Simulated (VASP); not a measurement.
Write the native input for VASP 6.6.1 that does the following.

| Property | Result |
| --- | --- |
| Task | single point |
| Functional | LDA |
| Potentials or basis | VASP PAW LDA potentials, release 64 (Ni) |
| Cutoff | 520 eV |
| k mesh | 24 × 24 × 24 |
| Occupations | gaussian, width 0.15 eV |
| Spin | collinear spin, ferromagnetic start |
| Starting moments | [0.625] μB |
| Fixed moment | 0.625 μB |
| Dipole correction | no |
| Further INCAR settings | ALGO = Normal; EDIFF = 1e-07; NBANDS = 15 |

The structure of Ni lies in POSCAR:

```
Ni
1.0
    0.0000000000      1.7121260312      1.7121260312
    1.7121260312      0.0000000000      1.7121260312
    1.7121260312      1.7121260312      0.0000000000
Ni
1
Direct
    0.0000000000      0.0000000000      0.0000000000
```

The input as run:

INCAR

```
PREC = Accurate
ENCUT = 520
EDIFF = 1E-7
ISMEAR = 0
SIGMA = 0.15
LREAL = False
LASPH = True
NELM = 150
ALGO = Normal
ISIF = 2
LWAVE = False
LCHARG = False
ISPIN = 2
MAGMOM = 0.625
LORBIT = 11
NUPDOWN = 0.625
LMAXMIX = 4
NBANDS = 15
```

KPOINTS

```
regular mesh
0
Gamma
  24 24 24
```

Potentials or basis: VASP PAW LDA potentials, release 64 (Ni).

Launch:

```console
$ cat potpaw_LDA.64/Ni/POTCAR > POTCAR
$ mpirun -np 1 vasp_std > vasp.out
```

Results of the run:

* Pressure: 0.1 GPa
* Net moment: 0.62 μB per cell
* Site moments: Ni +0.62 μB
* Valence electrons inside the program's atomic spheres: Ni 9.47

Caveat: the total moment is fixed, so each spin has its own Fermi level.

Run time: 3.7 min on 1 thread of AMD EPYC 7R13, on a shared host, peak memory 0.17 GiB.
